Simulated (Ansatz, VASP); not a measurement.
## Al3GaN4: VASP beside Ansatz

```
Al Ga N
1.0
     4.23072    0.00000    0.00000
     0.00000    4.23072    0.00000
     0.00000    0.00000    4.23072
Al Ga N
3 1 4
Direct
  0.50000 0.50000 0.00000
  0.50000 0.00000 0.50000
  0.00000 0.50000 0.50000
  0.00000 0.00000 0.00000
  0.74471 0.74471 0.25529
  0.74471 0.25529 0.74471
  0.25529 0.74471 0.74471
  0.25529 0.25529 0.25529
```

Change from the starting cell: strain -0.040 along x and y, -0.040 along z, atoms carried along.

Alike in both runs: task single point; functional PBEsol; k mesh 6 × 6 × 6; occupations gaussian, width 0.05 eV; no spin polarisation.

```csv
,VASP,Ansatz
version,VASP 6.6.1,Ansatz 0.2.0
potentials or method,"VASP PAW PBE potentials, release 64 (Al, Ga_d, N), cutoff 520 eV","scalar-relativistic, plane waves, PAW"
valence electrons in the cell,42,42
```

Ansatz gave:

- gap on the k mesh at the Fermi level (eV): 3.40
- least direct gap on the mesh (eV): 3.41
- pressure (GPa): 30.9
- rms of the force components (eV/Å): 0.023

Task: Which values does VASP return?

Result: gap on the k mesh at the Fermi level (eV): 3.39; least direct gap on the mesh (eV): 3.40; pressure (GPa): 31.0; rms of the force components (eV/Å): 0.011.

VASP's potentials were made for PBE, not for PBEsol. Atom by atom the forces differ by 0.012 eV/Å (rms over components). Both programs put the cell under a high pressure, so it lies far from rest at this level. With one functional, cell and mesh, what is left measures potentials, basis and numerics.
